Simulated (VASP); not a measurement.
# TiO2 (I4_1/amd) in VASP: further runs, part 2 of 3

VASP 6.6.1.

### Step 3. Electric field gradients, PBE (equal xx and yy strain of +2 %)

Input file INCAR:

```
SYSTEM = TiO2
  PREC = Accurate
  ENCUT = 520
  EDIFF = 1E-8
  ISMEAR = -1
  SIGMA = 0.08
  LREAL = .FALSE.
  LASPH = .TRUE.
  NELM = 100
  ALGO = Normal
  ISIF = 2
  LWAVE = .FALSE.
  LCHARG = .FALSE.
  GGA = PE
  LEFG = .TRUE.
  NBANDS = 33
```

Input file KPOINTS:

```
Automatic mesh
0
G
  13 13 13
  0 0 0
```

Input file POSCAR:

```
TiO2
1.0
   -1.9303500000      1.9303500000      4.7570000000
    1.9303500000     -1.9303500000      4.7570000000
    1.9303500000      1.9303500000     -4.7570000000
Ti O
2 4
Direct
    0.0000000000      0.0000000000      0.0000000000
    0.7500000000      0.2500000000      0.5000000000
    0.2066000000      0.2066000000      0.0000000000
    0.9566000000      0.4566000000      0.5000000000
    0.5434000000      0.0434000000      0.5000000000
    0.7934000000      0.7934000000      0.0000000000
```

Potentials or basis: VASP PAW PBE potentials, release 64 (Ti_sv, O).

Run with:

```
> cat potpaw_PBE.64/Ti_sv/POTCAR potpaw_PBE.64/O/POTCAR > POTCAR
> mpirun -np 1 vasp_std > vasp.out
```

OUTCAR:

```text
SYSTEM = TiO2
   PREC = Accurate
   ENCUT = 520
   EDIFF = 1E-8
   ISMEAR = -1
   LREAL = .FALSE.
   LASPH = .TRUE.
   NELM = 100
   ISIF = 2
   GGA = PE

 ion  position               nearest neighbor table
   1  0.000  0.000  0.000-   3 1.97   6 1.97   4 1.97   5 1.97   5 1.97   4 1.97
   2  0.750  0.250  0.500-   4 1.97   5 1.97   6 1.97   3 1.97   6 1.97   3 1.97
   3  0.207  0.207  0.000-   1 1.97   2 1.97   2 1.97
   4  0.957  0.457  0.500-   2 1.97   1 1.97   1 1.97
   5  0.543  0.043  0.500-   2 1.97   1 1.97   1 1.97
   6  0.793  0.793  0.000-   1 1.97   2 1.97   2 1.97

  LATTYP: Found a body centered tetragonal cell.
 ALAT       =     3.8607000000
 C/A-ratio  =     2.4643199420

  Lattice vectors:

 A1 = (  -1.9303500000,   1.9303500000,   4.7570000000)
 A2 = (   1.9303500000,  -1.9303500000,   4.7570000000)
 A3 = (   1.9303500000,   1.9303500000,  -4.7570000000)

Analysis of symmetry for initial positions (statically):
=====================================================================
 Subroutine PRICEL returns:
 Original cell was already a primitive cell.

 Routine SETGRP: Setting up the symmetry group for a
 body centered tetragonal supercell.

 Subroutine GETGRP returns: Found 16 space group operations
 (whereof  8 operations were pure point group operations)
 out of a pool of 16 trial point group operations.

The static configuration has the point symmetry D_2d.
 The point group associated with its full space group is D_4h.

[... 1047 lines left out ...]
  -------------------------------------------------------------------------------------
  Total       -1.7327723     -1.7327723      1.6325502      0.0000000      0.0000000      0.0000000
  in kB      -39.1549628    -39.1549628     36.8902733      0.0000000      0.0000000      0.0000000
  external PRESSURE =     -13.8065508 kB  Pullay stress =       0.0000000 kB

 VOLUME and BASIS-vectors are now :
 -----------------------------------------------------------------------------
  energy-cutoff  :      520.00
  volume of cell :       70.90
      direct lattice vectors                 reciprocal lattice vectors
    -1.930350000  1.930350000  4.757000000     0.000000000  0.259020385  0.105108262
     1.930350000 -1.930350000  4.757000000     0.259020385  0.000000000  0.105108262
     1.930350000  1.930350000 -4.757000000     0.259020385  0.259020385  0.000000000

 POSITION                                       TOTAL-FORCE (eV/Angst)
 -----------------------------------------------------------------------------------
      0.00000      0.00000      0.00000         0.000000      0.000000      0.000000
     -0.00000      1.93035      2.37850         0.000000      0.000000      0.000000
      0.00000      0.00000      1.96559        -0.000000      0.000000      0.346455
      0.00000      1.93035      4.34409         0.000000     -0.000000      0.346455
      0.00000      1.93035      0.41291         0.000000     -0.000000     -0.346455
      0.00000      0.00000      7.54841        -0.000000      0.000000     -0.346455
 -----------------------------------------------------------------------------------
    total drift:                                0.000000     -0.000000     -0.000000

  FREE ENERGIE OF THE ION-ELECTRON SYSTEM (eV)
  ---------------------------------------------------
  free  energy   TOTEN  =       -53.8247430567 eV

  energy  without entropy=      -53.8247428123  energy(sigma->0) =      -53.82474293

 Electric field gradients (V/A^2)
---------------------------------------------------------------------
 ion       V_xx      V_yy      V_zz      V_xy      V_xz      V_yz
---------------------------------------------------------------------
   1      10.082    10.082   -20.164    -0.001     0.000     0.000
   2      10.082    10.082   -20.164    -0.001     0.000     0.000
   3      -8.579    20.582   -12.002    -0.000    -0.001    -0.001
   4      20.582    -8.579   -12.002    -0.000    -0.001    -0.001
   5      -8.579    20.582   -12.002    -0.000    -0.001    -0.001
   6      20.582    -8.579   -12.002    -0.000    -0.001    -0.001
---------------------------------------------------------------------

 Electric field gradients after diagonalization (V/A^2)
 (convention: |V_zz| > |V_xx| > |V_yy|)
----------------------------------------------------------------------
 ion       V_xx      V_yy      V_zz     asymmetry (V_yy - V_xx)/ V_zz
----------------------------------------------------------------------
   1      10.083    10.082   -20.164       0.000
   2      10.083    10.082   -20.164       0.000
   3     -12.002    -8.579    20.582       0.166
   4     -12.002    -8.579    20.582       0.166
   5     -12.002    -8.579    20.582       0.166
   6     -12.002    -8.579    20.582       0.166
----------------------------------------------------------------------

           NMR quadrupolar parameters

 Cq : quadrupolar parameter    Cq=e*Q*V_zz/h
 eta: asymmetry parameters     (V_yy - V_xx)/ V_zz
 Q  : nuclear electric quadrupole moment in mb (millibarn)
----------------------------------------------------------------------
 ion       Cq(MHz)       eta       Q (mb)
----------------------------------------------------------------------
   1      -0.049       0.000       1.000
   2      -0.049       0.000       1.000
   3       0.050       0.166       1.000
   4       0.050       0.166       1.000
   5       0.050       0.166       1.000
   6       0.050       0.166       1.000
----------------------------------------------------------------------
```

OSZICAR:

```text
N       E                     dE             d eps       ncg     rms          rms(c)
DAV:   1     0.658501658200E+03    0.65850E+03   -0.24209E+04 12936   0.168E+03
DAV:   2     0.276550586335E+02   -0.63085E+03   -0.58555E+03 14381   0.503E+02
DAV:   3    -0.664688828714E+02   -0.94124E+02   -0.92533E+02 17565   0.188E+02
[... 10 lines left out ...]
DAV:  14    -0.538247424981E+02    0.12030E-04   -0.16474E-04 17165   0.116E-01    0.266E-02
DAV:  15    -0.538247424794E+02    0.18667E-07   -0.68472E-05 16161   0.545E-02    0.488E-03
DAV:  16    -0.538247431177E+02   -0.63827E-06   -0.47630E-06 18350   0.133E-02    0.268E-03
DAV:  17    -0.538247430820E+02    0.35707E-07   -0.28958E-07 17438   0.411E-03    0.155E-03
DAV:  18    -0.538247430544E+02    0.27593E-07   -0.70987E-08 15226   0.194E-03    0.639E-04
DAV:  19    -0.538247430567E+02   -0.23156E-08   -0.14244E-08  9053   0.102E-03
   1 F= -.53824743E+02 E0= -.53824743E+02  d E =-.244473E-06
```

It took 12 min on 1 thread of AMD EPYC 9R14 (Zen 4), shared host; peak memory 0.47 GiB.

Results:

```yaml
Free_energy: -53.8247 eV
Pressure: -1.4 GPa
Largest_force: 0.346 eV/Å
Band_gap_on_the_k_mesh: 2.05 eV, indirect (least direct gap 2.33 eV)
```

Forces on the atoms (eV/Å):
```
Ti   0.000  0.000  0.000
Ti   0.000  0.000  0.000
O    0.000  0.000  0.346
O    0.000  0.000  0.346
O    0.000  0.000 -0.346
O    0.000  0.000 -0.346
```

Electric field gradients, principal values (V/Å²):
| atom | least | middle | greatest (by size) |
| --- | --- | --- | --- |
| 1 Ti | 10.082 | 10.083 | -20.164 |
| 2 Ti | 10.082 | 10.083 | -20.164 |
| 3 O | -8.579 | -12.002 | 20.582 |
| 4 O | -8.579 | -12.002 | 20.582 |
| 5 O | -8.579 | -12.002 | 20.582 |
| 6 O | -8.579 | -12.002 | 20.582 |

Caveat: the cell differs from its parent crystal (equal xx and yy strain of +2 %); without QUAD_EFG the Cq values of the log hold for a quadrupole moment of 1 mb, not for the nuclei. A k mesh can miss the band edges.

### Step 4. Electric field gradients, PBE (volume scaled by 1.04)

Input file INCAR:

```
SYSTEM = TiO2
  ALGO = Normal
  EDIFF = 1E-8
  ENCUT = 520
  GGA = PE
  ISIF = 2
  ISMEAR = -1
  LASPH = .TRUE.
  LCHARG = .FALSE.
  LEFG = .TRUE.
  LREAL = .FALSE.
  LWAVE = .FALSE.
  NBANDS = 33
  NELM = 80
  PREC = Accurate
  SIGMA = 0.08
```

Input file KPOINTS:

```
k-points
0
G
  13 13 13
  0 0 0
```

POSCAR: that of step 3 with these lines changed.

```diff
@@ -2,5 +2,5 @@
 1.0
-   -1.9303500000      1.9303500000      4.7570000000
-    1.9303500000     -1.9303500000      4.7570000000
-    1.9303500000      1.9303500000     -4.7570000000
+   -1.9174041717      1.9174041717      4.8195992840
+    1.9174041717     -1.9174041717      4.8195992840
+    1.9174041717      1.9174041717     -4.8195992840
 Ti O
```

Potentials or basis: VASP PAW PBE potentials, release 64 (Ti_sv, O).

Run with:

```
> cat potpaw_PBE.64/Ti_sv/POTCAR potpaw_PBE.64/O/POTCAR > POTCAR
> mpirun -np 1 vasp_std > vasp.out
```

OUTCAR:

```text
SYSTEM = TiO2
   EDIFF = 1E-8
   ENCUT = 520
   GGA = PE
   ISIF = 2
   ISMEAR = -1
   LASPH = .TRUE.
   LREAL = .FALSE.
   NELM = 80
   PREC = Accurate

 ion  position               nearest neighbor table
   1  0.000  0.000  0.000-   5 1.96   4 1.96   5 1.96   4 1.96   3 1.99   6 1.99
   2  0.750  0.250  0.500-   6 1.96   3 1.96   6 1.96   3 1.96   4 1.99   5 1.99
   3  0.207  0.207  0.000-   2 1.96   2 1.96   1 1.99
   4  0.957  0.457  0.500-   1 1.96   1 1.96   2 1.99
   5  0.543  0.043  0.500-   1 1.96   1 1.96   2 1.99
   6  0.793  0.793  0.000-   2 1.96   2 1.96   1 1.99

  LATTYP: Found a body centered tetragonal cell.
 ALAT       =     3.8348083434
 C/A-ratio  =     2.5136063409

  Lattice vectors:

 A1 = (  -1.9174041717,   1.9174041717,   4.8195992840)
 A2 = (   1.9174041717,  -1.9174041717,   4.8195992840)
 A3 = (   1.9174041717,   1.9174041717,  -4.8195992840)

Analysis of symmetry for initial positions (statically):
=====================================================================
 Subroutine PRICEL returns:
 Original cell was already a primitive cell.

 Routine SETGRP: Setting up the symmetry group for a
 body centered tetragonal supercell.

 Subroutine GETGRP returns: Found 16 space group operations
 (whereof  8 operations were pure point group operations)
 out of a pool of 16 trial point group operations.

The static configuration has the point symmetry D_2d.
 The point group associated with its full space group is D_4h.

[... 1047 lines left out ...]
  -------------------------------------------------------------------------------------
  Total       -1.2271810     -1.2271810      0.1285641      0.0000000      0.0000000      0.0000000
  in kB      -27.7409259    -27.7409259      2.9062437      0.0000000      0.0000000      0.0000000
  external PRESSURE =     -17.5252027 kB  Pullay stress =       0.0000000 kB

 VOLUME and BASIS-vectors are now :
 -----------------------------------------------------------------------------
  energy-cutoff  :      520.00
  volume of cell :       70.88
      direct lattice vectors                 reciprocal lattice vectors
    -1.917404172  1.917404172  4.819599284     0.000000000  0.260769225  0.103743065
     1.917404172 -1.917404172  4.819599284     0.260769225  0.000000000  0.103743065
     1.917404172  1.917404172 -4.819599284     0.260769225  0.260769225  0.000000000

 POSITION                                       TOTAL-FORCE (eV/Angst)
 -----------------------------------------------------------------------------------
      0.00000      0.00000      0.00000         0.000000      0.000000      0.000000
      0.00000      1.91740      2.40980         0.000000      0.000000      0.000000
      0.00000      0.00000      1.99146        -0.000000      0.000000      0.107751
      0.00000      1.91740      4.40126         0.000000     -0.000000      0.107751
      0.00000      1.91740      0.41834         0.000000     -0.000000     -0.107751
      0.00000      0.00000      7.64774        -0.000000      0.000000     -0.107751
 -----------------------------------------------------------------------------------
    total drift:                                0.000000     -0.000000     -0.000000

  FREE ENERGIE OF THE ION-ELECTRON SYSTEM (eV)
  ---------------------------------------------------
  free  energy   TOTEN  =       -53.8559672708 eV

  energy  without entropy=      -53.8559670368  energy(sigma->0) =      -53.85596715

 Electric field gradients (V/A^2)
---------------------------------------------------------------------
 ion       V_xx      V_yy      V_zz      V_xy      V_xz      V_yz
---------------------------------------------------------------------
   1       1.034     1.034    -2.068     0.000     0.001     0.001
   2       1.034     1.034    -2.068     0.000     0.001     0.001
   3     -11.395    19.514    -8.119    -0.001    -0.002    -0.002
   4      19.514   -11.395    -8.119    -0.001    -0.002    -0.002
   5     -11.395    19.514    -8.119    -0.001    -0.002    -0.002
   6      19.514   -11.395    -8.119    -0.001    -0.002    -0.002
---------------------------------------------------------------------

 Electric field gradients after diagonalization (V/A^2)
 (convention: |V_zz| > |V_xx| > |V_yy|)
----------------------------------------------------------------------
 ion       V_xx      V_yy      V_zz     asymmetry (V_yy - V_xx)/ V_zz
----------------------------------------------------------------------
   1       1.035     1.034    -2.068       0.000
   2       1.035     1.034    -2.068       0.000
   3     -11.395    -8.119    19.514       0.168
   4     -11.395    -8.119    19.514       0.168
   5     -11.395    -8.119    19.514       0.168
   6     -11.395    -8.119    19.514       0.168
----------------------------------------------------------------------

           NMR quadrupolar parameters

 Cq : quadrupolar parameter    Cq=e*Q*V_zz/h
 eta: asymmetry parameters     (V_yy - V_xx)/ V_zz
 Q  : nuclear electric quadrupole moment in mb (millibarn)
----------------------------------------------------------------------
 ion       Cq(MHz)       eta       Q (mb)
----------------------------------------------------------------------
   1      -0.005       0.000       1.000
   2      -0.005       0.000       1.000
   3       0.047       0.168       1.000
   4       0.047       0.168       1.000
   5       0.047       0.168       1.000
   6       0.047       0.168       1.000
----------------------------------------------------------------------
```

OSZICAR:

```text
N       E                     dE             d eps       ncg     rms          rms(c)
DAV:   1     0.656594339699E+03    0.65659E+03   -0.24198E+04 12936   0.167E+03
DAV:   2     0.295599630381E+02   -0.62703E+03   -0.58173E+03 14168   0.503E+02
DAV:   3    -0.665331310302E+02   -0.96093E+02   -0.94496E+02 17790   0.189E+02
DAV:   4    -0.712295980840E+02   -0.46965E+01   -0.46870E+01 19554   0.406E+01
[... 10 lines left out ...]
DAV:  15    -0.538559667644E+02   -0.12305E-05   -0.84117E-05 16127   0.573E-02    0.593E-03
DAV:  16    -0.538559674148E+02   -0.65049E-06   -0.52059E-06 19339   0.135E-02    0.370E-03
DAV:  17    -0.538559673209E+02    0.93898E-07   -0.71174E-07 19615   0.654E-03    0.134E-03
DAV:  18    -0.538559672767E+02    0.44211E-07   -0.10664E-07 17537   0.291E-03    0.722E-04
DAV:  19    -0.538559672708E+02    0.58853E-08   -0.16278E-08 10571   0.130E-03
   1 F= -.53855967E+02 E0= -.53855967E+02  d E =-.234027E-06
```

It took 14 min on 1 thread of Intel Xeon Platinum 8375C at 2.90GHz (Ice Lake), shared host; peak memory 0.51 GiB.

Results:

```
Free energy            : -53.8560 eV
Pressure               : -1.8 GPa
Largest force          : 0.108 eV/Å
Band gap on the k mesh : 2.07 eV, indirect (least direct gap 2.36 eV)
```

Forces on the atoms (eV/Å):
```
Ti   0.000  0.000  0.000
Ti   0.000  0.000  0.000
O    0.000  0.000  0.108
O    0.000  0.000  0.108
O    0.000  0.000 -0.108
O    0.000  0.000 -0.108
```

Electric field gradients, principal values (V/Å²):
```csv
atom,least,middle,greatest (by size)
1 Ti,1.034,1.035,-2.068
2 Ti,1.034,1.035,-2.068
3 O,-8.119,-11.395,19.514
4 O,-8.119,-11.395,19.514
5 O,-8.119,-11.395,19.514
6 O,-8.119,-11.395,19.514
```

Caveat: without QUAD_EFG the Cq values of the log hold for a quadrupole moment of 1 mb, not for the nuclei.

[end of part 2 of 3]
